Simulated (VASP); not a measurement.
Write the native input for VASP 6.6.1 that does the following.

| Quantity | Value |
| --- | --- |
| Task | single point |
| Functional | PBE |
| Potentials or basis | VASP PAW PBE potentials, release 64 (C) |
| Cutoff | 600 eV |
| k mesh | 6 × 6 × 6 |
| Occupations | gaussian, width 0.1 eV |
| Spin | no spin polarisation |
| Dipole correction | no |
| Further INCAR settings | ALGO = Normal; EDIFF = 1e-06; NBANDS = 16 |

The structure of C lies in POSCAR:

```
C
1.0
    3.4599502663      0.0000000000      0.0000000000
    0.0000000000      3.4599502663      0.0000000000
    0.0000000000      0.0000000000      2.3540200470
C
4
Direct
    0.2876664672      0.0000000000      0.0000000000
    0.7123335328      0.0000000000      0.0000000000
    0.0000000000      0.2876664672      0.5000000000
    0.0000000000      0.7123335328      0.5000000000
```

The input as run:

INCAR

```
SYSTEM = C
PREC     = Accurate       ! precision mode
ENCUT    = 600            ! plane-wave cutoff, eV
EDIFF    = 1E-6           ! SCF threshold, eV
ISMEAR   = 0              ! smearing method
SIGMA    = 0.1            ! smearing width, eV
LREAL    = .FALSE.        ! projectors in reciprocal space
LASPH    = .TRUE.         ! aspherical terms in the spheres
NELM     = 120            ! most SCF steps
ALGO     = Normal         ! electronic algorithm
ISIF     = 2              ! what is computed and relaxed
LWAVE    = .FALSE.        ! write WAVECAR
LCHARG   = .FALSE.        ! write CHGCAR
GGA      = PE             ! functional
NBANDS   = 16             ! bands
GGA_COMPAT= .FALSE.
```

KPOINTS

```
regular mesh
0
G
  6 6 6
  0 0 0
```

Potentials or basis: VASP PAW PBE potentials, release 64 (C).

Command:

```sh
$ cat potpaw_PBE.64/C/POTCAR > POTCAR
$ mpirun -np 1 vasp_std > vasp.out
```

Results of the run:

```json
{
 "Pressure": "-0.2 GPa",
 "Largest force": "0.027 eV/Å",
 "Band gap on the k mesh": "zero (band 8 reaches 11.50 eV, above the bottom of band 9 at 6.59 eV)"
}
```

Caveat: the k points lie up to 0.44 Å⁻¹ apart.

Wall time 9.6 s on 1 thread of Intel(R) Xeon(R) Platinum 8559C (Emerald Rapids), on a shared host, peak memory 0.14 GiB.
